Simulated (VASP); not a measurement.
Crystal: Ru.

```
Ru
1.0
     2.70600    0.00000    0.00000
     1.35300    2.34346    0.00000
     0.00000    0.00000    4.28200
Ru
2
Cartesian
  0.0000 0.0000 0.4282
  1.3530 0.7812 2.5692
```

| Quantity | Value |
| --- | --- |
| Program | VASP 6.6.1 |
| Task | relaxation of cell and atoms |
| Functional | RPBE |
| Potentials or basis | VASP PAW PBE potentials, release 64 (Ru_pv) |
| Cutoff | 600 eV |
| k mesh | 24 × 24 × 14 |
| Occupations | gaussian, width 0.1 eV |
| Spin | no spin polarisation |

At the start: pressure 8.8 GPa; volume 13.58 Å³/atom.

Q: How do energy, volume and symmetry change on relaxing?

A: Over 13 steps the energy falls by 10.3 meV/atom and the volume is 13.96 Å³/atom (+2.8 %); space group P6_3/mmc (No. 194, to 0.1 Å) before and after.

Step by step:
```
step  energy change (eV)  largest force (eV/Å)  pressure (GPa)  volume (Å³)
   1              0.0000                0.0000            8.80        27.15
   2              0.1258                0.0000          -19.08        30.19
   3             -0.0204                0.0000           -0.22        27.94
   4             -0.0204                0.0000           -0.09        27.93
   5             -0.0204                0.0000            0.07        27.91
   6             -0.0205                0.0000            0.10        27.91
   7             -0.0206                0.0000            0.09        27.91
   8             -0.0206                0.0000            0.09        27.91
   9             -0.0205                0.0000            0.07        27.91
  10             -0.0206                0.0000            0.09        27.91
  11             -0.0206                0.0000            0.09        27.91
  12             -0.0206                0.0000           -0.19        27.94
  13             -0.0206                0.0000            0.01        27.92
```

Final structure:
```
Ru
1.0
     2.73446    0.00000    0.00000
     1.36723    2.36811    0.00000
     0.00000    0.00000    4.31146
Ru
2
Direct
  0.00000 0.00000 0.10000
  0.33333 0.33333 0.60000
```

Caveat: the PAW data sets were made with another functional, which shifts forces and pressure a little.
